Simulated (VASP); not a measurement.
# SnO (I-4m2) in VASP: a series of runs

Aim: see how the results for SnO move with the level of theory and the settings. Levels: PBE, r2SCAN. Tasks: single point.

Everything below comes from runs of VASP 6.6.1. Logs are shortened: lines on timing, memory, paths and dates and some standing lists are left out, and cuts for length are marked.

### Step 1. The cell of the first run

Symmetry: I-4m2, No. 119, tetragonal system. The conventional cell has a = 4.001 Å, b = 4.001 Å, c = 5.416 Å, α = 90.00°, β = 90.00°, γ = 90.00°. Within 3.2 Å of Sn (site symmetry -4m2) lie 4 O at 2.42 Å. O (site symmetry -4m2) has 4 Sn at 2.42 Å within 3.2 Å.

### Step 2. Single point, PBE (biaxial xy strain +4.5%)

INCAR

```
SYSTEM = SnO
ALGO = Normal
EDIFF = 1E-6
ENCUT = 520
GGA = PE
ISIF = 2
ISMEAR = -1
LASPH = .True.
LCHARG = .True.
LELF = .True.
LREAL = .False.
LVHAR = .True.
LWAVE = .False.
NBANDS = 17
NELM = 80
PREC = Accurate
SIGMA = 0.02
```

KPOINTS

```
k-points
0
Gamma
  8 8 8
  0 0 0
```

POSCAR

```
SnO
1.0
    0.0000000000      2.8292719262      2.7082147278
    2.8292719262      0.0000000000      2.7082147278
    2.8292719262      2.8292719262      0.0000000000
Sn O
1 1
Direct
    0.0000000000      0.0000000000      0.0000000000
    0.2500000000      0.2500000000      0.2500000000
```

Potentials or basis: VASP PAW PBE potentials, release 64 (Sn_d, O).

The run is started by

```
$ cat potpaw_PBE.64/Sn_d/POTCAR potpaw_PBE.64/O/POTCAR > POTCAR
$ mpirun -np 1 vasp_std > vasp.out
```

OUTCAR:

```text
SYSTEM = SnO
   EDIFF = 1E-6
   ENCUT = 520
   GGA = PE
   ISIF = 2
   ISMEAR = -1
   LASPH = .True.
   LREAL = .False.
   NELM = 80
   PREC = Accurate

 ion  position               nearest neighbor table
   1  0.000  0.000  0.000-   2 2.42   2 2.42   2 2.42   2 2.42
   2  0.250  0.250  0.250-   1 2.42   1 2.42   1 2.42   1 2.42

  LATTYP: Found a body centered tetragonal cell.
 ALAT       =     4.0011947297
 C/A-ratio  =     1.3537030366

  Lattice vectors:

 A1 = (   0.0000000000,  -2.8292719262,  -2.7082147278)
 A2 = (   0.0000000000,   2.8292719262,  -2.7082147278)
 A3 = (   2.8292719262,   0.0000000000,   2.7082147278)

Analysis of symmetry for initial positions (statically):
=====================================================================
 Subroutine PRICEL returns:
 Original cell was already a primitive cell.

 Routine SETGRP: Setting up the symmetry group for a
 body centered tetragonal supercell.

 Subroutine GETGRP returns: Found  8 space group operations
 (whereof  8 operations were pure point group operations)
 out of a pool of 16 trial point group operations.

The static configuration has the point symmetry D_2d.

Analysis of symmetry for dynamics (positions and initial velocities):
=====================================================================
 Subroutine PRICEL returns:
 Original cell was already a primitive cell.

 Routine SETGRP: Setting up the symmetry group for a
 body centered tetragonal supercell.

 Subroutine GETGRP returns: Found  8 space group operations
 (whereof  8 operations were pure point group operations)
 out of a pool of 16 trial point group operations.

The dynamic configuration has the point symmetry D_2d.

 Subroutine INISYM returns: Found  8 space group operations
 (whereof  8 operations are pure point group operations),
 and found     1 'primitive' translations

----------------------------------------------------------------------------------------

                                     Primitive cell

  volume of cell :      43.3573

  direct lattice vectors                    reciprocal lattice vectors
     0.000000000  2.829271926  2.708214728    -0.176723911  0.176723911  0.184623470
     2.829271926  0.000000000  2.708214728     0.176723911 -0.176723911  0.184623470
     2.829271926  2.829271926  0.000000000     0.176723911  0.176723911 -0.184623470

  length of vectors
     3.916529924  3.916529924  4.001194730     0.310722556  0.310722556  0.310722556

  position of ions in fractional coordinates (direct lattice)
     0.000000000  0.000000000  0.000000000
     0.250000000  0.250000000  0.250000000

  ion indices of the primitive-cell ions
   primitive index   ion index
                 1           1
                 2           2

----------------------------------------------------------------------------------------

 KPOINTS: k-points

Automatic generation of k-mesh.
 Grid dimensions read from file:
 generate k-points for:    8    8    8

 Generating k-lattice:

  Cartesian coordinates                     Fractional coordinates (reciprocal lattice)
    -0.022090489  0.022090489  0.023077934     0.125000000 -0.000000000  0.000000000
     0.022090489 -0.022090489  0.023077934    -0.000000000  0.125000000  0.000000000
     0.022090489  0.022090489 -0.023077934     0.000000000  0.000000000  0.125000000

  Length of vectors
     0.038840320  0.038840320  0.038840320

  Shift w.r.t. Gamma in fractional coordinates (k-lattice)
     0.000000000  0.000000000  0.000000000

 Subroutine IBZKPT returns following result:
 ===========================================

 Found     59 irreducible k-points:

 Following reciprocal coordinates:
            Coordinates               Weight
  0.000000  0.000000  0.000000      1.000000
  0.125000  0.000000  0.000000      8.000000
  0.250000  0.000000  0.000000      8.000000
  0.375000  0.000000  0.000000      8.000000
  0.500000  0.000000  0.000000      4.000000
  0.125000  0.125000  0.000000      2.000000
[... 16 lines left out ...]
  0.250000  0.000000  0.125000     16.000000
  0.375000  0.000000  0.125000     16.000000
 [... further k-points ...]
   k-points           NKPTS =     59   k-points in BZ     NKDIM =     59   number of bands    NBANDS=     17
   number of dos      NEDOS =    301   number of ions     NIONS =      2
   total plane-waves  NPLWV =  27000
   dimension x,y,z NGX =    30 NGY =   30 NGZ =   30
   dimension x,y,z NGXF=    60 NGYF=   60 NGZF=   60
   ions per type =               1   1
   NGX,Y,Z   is equivalent  to a cutoff of  12.73, 12.73, 12.46 a.u.
   NGXF,Y,Z  is equivalent  to a cutoff of  25.47, 25.47, 24.93 a.u.
 SYSTEM =  SnO
   PREC   = accura    normal or accurate (medium, high low for compatibility)
   ISTART =      0    job   : 0-new  1-cont  2-samecut
   ICHARG =      2    charge: 1-file 2-atom 10-const
   ISPIN  =      1    spin polarized calculation?
   LNONCOLLINEAR =      F non collinear calculations
   LSORBIT =      F    spin-orbit coupling
   LASPH  =      T    aspherical Exc in radial PAW
   ENCUT  =  520.0 eV  38.22 Ry    6.18 a.u.   7.28  7.28  7.44*2*pi/ulx,y,z
   NELM   =     80;   NELMIN=  2; NELMDL= -5     # of ELM steps
   EDIFF  = 0.1E-05   stopping-criterion for ELM
   LREAL  =      F    real-space projection
   EDIFFG = 0.1E-04   stopping-criterion for IOM
   NSW    =      0    number of steps for IOM
   IBRION =     -1    ionic relax: 0-MD 1-quasi-New 2-CG
   NFREE  =      0    steps in history (QN), initial steepest desc. (CG)
   ISIF   =      2    stress and relaxation
   ISYM   =      2    0-nonsym 1-usesym 2-fastsym
   POTIM  = 0.5000    time-step for ionic-motion
   TEBEG  =    0.0;   TEEND  =   0.0 temperature during run
   PSTRESS=    0.0 pullay stress
   NELECT =      20.0000    total number of electrons
   NUPDOWN=      -1.0000    fix difference up-down
   EMIN   =  10.00;   EMAX   =-10.00  energy-range for DOS
   EFERMI =   0.00;   METHOD = LEGACY
   ISMEAR =    -1;   SIGMA  =   0.02  broadening in eV -4-tet -1-fermi 0-gaus
   EFERMI_NEDOS =   21; number of points for ismear=-14 and -15
   IALGO  =     38    algorithm
   IMIX   =      4    mixing-type and parameters
     AMIX     =   0.40;   BMIX     =  1.00
     AMIX_MAG =   1.60;   BMIX_MAG =  1.00
  volume/ion in A,a.u.               =      21.68       146.29
  Fermi-wavevector in a.u.,A,eV,Ry     =   1.264923  2.390357 21.769724  1.600030
  Thomas-Fermi vector in A             =   2.398203
   LORBIT       =      0    0 simple, 1 ext, 2 COOP (PROOUT), +10 PAW based schemes
   GGA     = PE    functional components
   LHFCALC =     F    Hartree Fock is set to
   AEXX    =    0.0000 exact exchange contribution
   IVDW    =     0    specifies the selected vdW correction
   LEPSILON=     F    determine dielectric tensor
   LRPA    =     F    only Hartree local field effects (RPA)
 non-spin polarized calculation
  energy-cutoff  :      520.00
  volume of cell :       43.36
 maximum number of plane-waves:      1194
 NGX is ok and might be reduce to    30
   NGX = 15   NGY = 15   NGZ = 15

 number of electron      20.0000011 magnetization

 Free energy of the ion-electron system (eV)
  ---------------------------------------------------
  ext. energy  EPLUGINS =         0.00000000
  ---------------------------------------------------
  free energy    TOTEN  =       -10.43797930 eV

  energy without entropy =      -10.43758298  energy(sigma->0) =      -10.43778114

 E-fermi :   5.0484     XC(G=0):  -9.2182

 val. band max:        5.0242041259   @ k =  -0.2500   0.5000   0.2500
 cond. band min:       5.0747440906   @ k =  -0.2500   0.2500   0.5000
 fundamental gap:      0.0505399647
 Fermi energy:         5.0484305590

 k-point     1 :       0.0000    0.0000    0.0000
  band No.  band energies     occupation
      1     -16.5284      2.00000
      2     -16.5284      2.00000
      3     -16.5130      2.00000
      4     -16.4980      2.00000
      5     -16.4943      2.00000
      6     -13.1249      2.00000
[... 9 lines left out ...]
     16      16.1500      0.00000
     17      16.9164      0.00000

 k-point     2 :       0.1250    0.0000    0.0000
  band No.  band energies     occupation
      1     -16.5359      2.00000
      2     -16.5251      2.00000
      3     -16.5133      2.00000
      4     -16.4979      2.00000
      5     -16.4936      2.00000
      6     -13.0618      2.00000
[... 9 lines left out ...]
     16      15.6789      0.00000
     17      16.3359      0.00000

 k-point     3 :       0.2500    0.0000    0.0000
  band No.  band energies     occupation
      1     -16.5596      2.00000
      2     -16.5199      2.00000
      3     -16.5120      2.00000
      4     -16.4938      2.00000
      5     -16.4890      2.00000
      6     -12.9043      2.00000
[... 9 lines left out ...]
     16      15.7132      0.00000
     17      17.0676      0.00000

 k-point     4 :       0.3750    0.0000    0.0000
  band No.  band energies     occupation
      1     -16.5841      2.00000
      2     -16.5187      2.00000
      3     -16.5135      2.00000
      4     -16.4855      2.00000
      5     -16.4804      2.00000
      6     -12.7385      2.00000
[... 9 lines left out ...]
     16      15.7971      0.00000
     17      17.3568      0.00000

 k-point     5 :       0.5000    0.0000    0.0000
  band No.  band energies     occupation
      1     -16.5942      2.00000
      2     -16.5189      2.00000
      3     -16.5146      2.00000
      4     -16.4815      2.00000
      5     -16.4761      2.00000
      6     -12.6670      2.00000
[... 9 lines left out ...]
     16      15.9654      0.00000
     17      17.0820      0.00000

 k-point     6 :       0.1250    0.1250    0.0000
  band No.  band energies     occupation
      1     -16.5323      2.00000
      2     -16.5214      2.00000
      3     -16.5214      2.00000
      4     -16.5010      2.00000
      5     -16.4915      2.00000
      6     -13.0372      2.00000
[... 9 lines left out ...]
     16      16.9123      0.00000
     17      16.9123      0.00000

 k-point     7 :       0.2500    0.1250    0.0000
  band No.  band energies     occupation
      1     -16.5570      2.00000
      2     -16.5147      2.00000
      3     -16.5135      2.00000
      4     -16.5022      2.00000
      5     -16.4870      2.00000
      6     -12.9089      2.00000
[... 9 lines left out ...]
     16      16.6586      0.00000
     17      17.4265      0.00000

 k-point     8 :       0.3750    0.1250    0.0000
  band No.  band energies     occupation
      1     -16.5821      2.00000
      2     -16.5131      2.00000
      3     -16.5125      2.00000
      4     -16.4951      2.00000
      5     -16.4794      2.00000
      6     -12.7454      2.00000
[... 9 lines left out ...]
     16      16.4120      0.00000
     17      17.9663      0.00000
[... 203 lines left out ...]
      1     -16.6266      2.00000
      2     -16.5179      2.00000
      3     -16.4850      2.00000
      4     -16.4842      2.00000
      5     -16.4760      2.00000
      6     -12.5315      2.00000
[... 9 lines left out ...]
     16      19.0427      0.00000
     17      20.0986      0.00000

 k-point    20 :      -0.3750    0.3750    0.0000
  band No.  band energies     occupation
      1     -16.6176      2.00000
      2     -16.5142      2.00000
      3     -16.4914      2.00000
      4     -16.4867      2.00000
      5     -16.4808      2.00000
      6     -12.5235      2.00000
[... 9 lines left out ...]
     16      17.6198      0.00000
     17      19.5397      0.00000

 k-point    21 :       0.5000    0.5000    0.0000
  band No.  band energies     occupation
      1     -16.6360      2.00000
      2     -16.5207      2.00000
      3     -16.4792      2.00000
      4     -16.4792      2.00000
      5     -16.4750      2.00000
      6     -12.5080      2.00000
[... 9 lines left out ...]
     16      20.5137      0.00000
     17      20.6457      0.00000

 k-point    22 :       0.1250    0.0000    0.1250
  band No.  band energies     occupation
      1     -16.5458      2.00000
      2     -16.5210      2.00000
      3     -16.5075      2.00000
      4     -16.4985      2.00000
      5     -16.4938      2.00000
      6     -13.0431      2.00000
[... 9 lines left out ...]
     16      16.8175      0.00000
     17      17.5459      0.00000

 k-point    23 :       0.2500    0.0000    0.1250
  band No.  band energies     occupation
      1     -16.5648      2.00000
      2     -16.5149      2.00000
      3     -16.5058      2.00000
      4     -16.4972      2.00000
      5     -16.4902      2.00000
      6     -12.9191      2.00000
[... 9 lines left out ...]
     16      16.8877      0.00000
     17      17.5713      0.00000

 k-point    24 :       0.3750    0.0000    0.1250
  band No.  band energies     occupation
      1     -16.5849      2.00000
      2     -16.5145      2.00000
      3     -16.5083      2.00000
      4     -16.4905      2.00000
      5     -16.4827      2.00000
      6     -12.7555      2.00000
[... 9 lines left out ...]
     16      16.6923      0.00000
     17      17.8505      0.00000

 [... further k-points ...]

------------------------ aborting loop because EDIFF is reached ----------------------------------------

  FORCE on cell =-STRESS in cart. coord.  units (eV):
  Direction    XX          YY          ZZ          XY          YZ          ZX
  --------------------------------------------------------------------------------------
  -------------------------------------------------------------------------------------
  Total       -0.8171984     -0.8171984     -0.7012895      0.0000000      0.0000000      0.0000000
  in kB      -30.1978221    -30.1978221    -25.9146565      0.0000000      0.0000000      0.0000000
  external PRESSURE =     -28.7701002 kB  Pullay stress =       0.0000000 kB

 VOLUME and BASIS-vectors are now :
 -----------------------------------------------------------------------------
  energy-cutoff  :      520.00
  volume of cell :       43.36
      direct lattice vectors                 reciprocal lattice vectors
     0.000000000  2.829271926  2.708214728    -0.176723911  0.176723911  0.184623470
     2.829271926  0.000000000  2.708214728     0.176723911 -0.176723911  0.184623470
     2.829271926  2.829271926  0.000000000     0.176723911  0.176723911 -0.184623470

 POSITION                                       TOTAL-FORCE (eV/Angst)
 -----------------------------------------------------------------------------------
      0.00000      0.00000      0.00000        -0.000000     -0.000000     -0.000000
      1.41464      1.41464      1.35411         0.000000      0.000000      0.000000
 -----------------------------------------------------------------------------------
    total drift:                                0.000000      0.000000     -0.000000

  FREE ENERGIE OF THE ION-ELECTRON SYSTEM (eV)
  ---------------------------------------------------
  free  energy   TOTEN  =       -10.4379793006 eV

  energy  without entropy=      -10.4375829783  energy(sigma->0) =      -10.43778114
```

Run time: 67 s. Hardware: 1 thread of Intel Xeon 8259CL, shared host; peak memory 0.19 GiB.

Results:

```
Free energy            : -10.4380 eV
Pressure               : -2.9 GPa
Band gap on the k mesh : zero (bands 10 and 11 overlap by 0.35 eV)
```

Stress tensor (GPa, compression positive):
```
-3.02  0.00  0.00
 0.00 -3.02  0.00
 0.00  0.00 -2.59
```

Levels at points of the mesh, in eV from the Fermi level:
```tsv
k point	band 8	band 9	band 10	band 11	band 12	band 13
(0.00, 0.00, 0.00)	-3.14	-3.14	-3.03	4.23	4.36	4.36
(0.50, 0.00, 0.00)	-3.57	-3.42	-2.26	1.80	4.33	4.62
(0.50, 0.50, 0.00)	-4.28	-4.28	-0.32	-0.32	4.90	4.90
(0.50, 0.00, 0.50)	-4.14	-4.10	-0.30	-0.14	4.83	5.28
```

Caveat: the cell differs from its parent crystal (biaxial xy strain +4.5%); semilocal functionals underestimate gaps, so a narrow gap can read as zero; spin-orbit coupling is left out, which moves the levels of the heavy elements.

### Step 3. Single point, r2SCAN (biaxial xy strain +4.5%)

POSCAR is that of step 2.

INCAR.step1

```
SYSTEM = SnO
PREC = Accurate
ENCUT = 520
ISMEAR = -1
SIGMA = 0.02
LREAL = .FALSE.
LASPH = .TRUE.
NELM = 100
NBANDS = 17
GGA = PE
ALGO = Normal
EDIFF = 1E-4
LWAVE = .TRUE.
LCHARG = .FALSE.
```

INCAR.step2

```
SYSTEM = SnO
PREC = Accurate
ENCUT = 520
EDIFF = 1E-7
ISMEAR = -1
SIGMA = 0.02
LREAL = .FALSE.
LASPH = .TRUE.
NELM = 100
ALGO = Normal
ISIF = 2
LWAVE = .FALSE.
LCHARG = .FALSE.
METAGGA = R2SCAN
LMIXTAU = .TRUE.
NBANDS = 17
ISTART = 1
```

KPOINTS

```
Automatic mesh
0
G
  8 8 8
  0 0 0
```

Potentials or basis: VASP PAW PBE potentials, release 64 (Sn_d, O).

The run is started by

```
$ cat potpaw_PBE.64/Sn_d/POTCAR potpaw_PBE.64/O/POTCAR > POTCAR
$ cp INCAR.step1 INCAR
$ mpirun -np 1 vasp_std > vasp.out
$ cp INCAR.step2 INCAR
$ mpirun -np 1 vasp_std > vasp.out
```

Run time: 4.7 min. Hardware: 1 thread of Intel Xeon 8259CL, shared host; peak memory 0.2 GiB.

The run converged. Its results:

| Quantity | Value |
| --- | --- |
| Free energy | -32.1447 eV |
| Pressure | -5.0 GPa |
| Band gap on the k mesh | zero (bands 10 and 11 overlap by 0.28 eV) |

Stress tensor (GPa, compression positive):
```
-5.17  0.00  0.00
 0.00 -5.17  0.00
 0.00  0.00 -4.73
```

Levels at points of the mesh, in eV from the Fermi level:
| k point | band 7 | band 8 | band 9 | band 10 | band 11 | band 12 | band 13 | band 14 |
| --- | --- | --- | --- | --- | --- | --- | --- | --- |
| (0.00, 0.00, 0.00) | -6.28 | -3.40 | -3.40 | -3.28 | 4.44 | 4.58 | 4.58 | 8.96 |
| (0.50, 0.00, 0.00) | -7.64 | -3.83 | -3.68 | -2.30 | 1.91 | 4.55 | 4.85 | 8.79 |
| (0.50, 0.50, 0.00) | -7.33 | -4.55 | -4.55 | -0.33 | -0.25 | 5.17 | 5.17 | 5.85 |
| (0.50, 0.00, 0.50) | -7.62 | -4.41 | -4.37 | -0.22 | -0.13 | 5.07 | 5.57 | 5.82 |

Caveat: the cell differs from its parent crystal (biaxial xy strain +4.5%); the cell stands under tension; semilocal functionals underestimate gaps, so a narrow gap can read as zero; the PAW data sets were made with another functional, which shifts forces and pressure a little; spin-orbit coupling is left out, which moves the levels of the heavy elements.
